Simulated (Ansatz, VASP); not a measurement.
Mo11P9 in VASP and in Ansatz

```
CELL_PARAMETERS angstrom
6.11601 -0.00347 0.03096
0.02046 7.08029 0.03408
-0.00553 0.03252 7.10124
ATOMIC_POSITIONS crystal
Mo 0.63899 0.83506 0.19844
Mo 0.68999 0.45406 0.95462
Mo 0.29911 0.59608 0.24472
Mo 0.54598 0.23021 0.31218
Mo 0.02710 0.24729 0.36689
Mo 0.17684 0.00009 0.11731
Mo 0.32586 0.93693 0.50082
Mo 0.49934 0.07485 0.87219
Mo 0.06343 0.24151 0.77724
Mo 0.59849 0.59429 0.54048
Mo 0.79768 0.95819 0.57340
P 0.30407 0.32766 0.04007
P 0.28946 0.40139 0.55117
P 0.12669 0.89258 0.79456
P 0.82111 0.13198 0.07376
P 0.00680 0.79379 0.34543
P 0.80223 0.51349 0.26604
P 0.07269 0.56260 0.93111
P 0.64259 0.76744 0.82907
P 0.69697 0.27796 0.64192
```

Alike in both runs: functional PBE; k mesh 4 × 3 × 3; occupations gaussian, width 0.1 eV; no spin polarisation.

Ansatz relaxed the structure, and its values are those at the end. VASP's run is a single point on that final structure, the one shown.

|  | VASP | Ansatz |
| --- | --- | --- |
| version | VASP 6.6.1 | Ansatz 0.2.0 |
| potentials or method | VASP PAW PBE potentials, release 64 (Mo_sv, P), cutoff 520 eV | scalar-relativistic, plane waves, PAW |
| valence electrons in the cell | 199 | 199 |

|  | VASP | Ansatz | Ansatz less VASP |
| --- | --- | --- | --- |
| gap on the k mesh at the Fermi level (eV) | none | none | - |
| rms of the force components (eV/Å) | 0.014 | 0.011 | -0.0033 |

A gap of «none» marks a metal or a gap that the smearing closes.
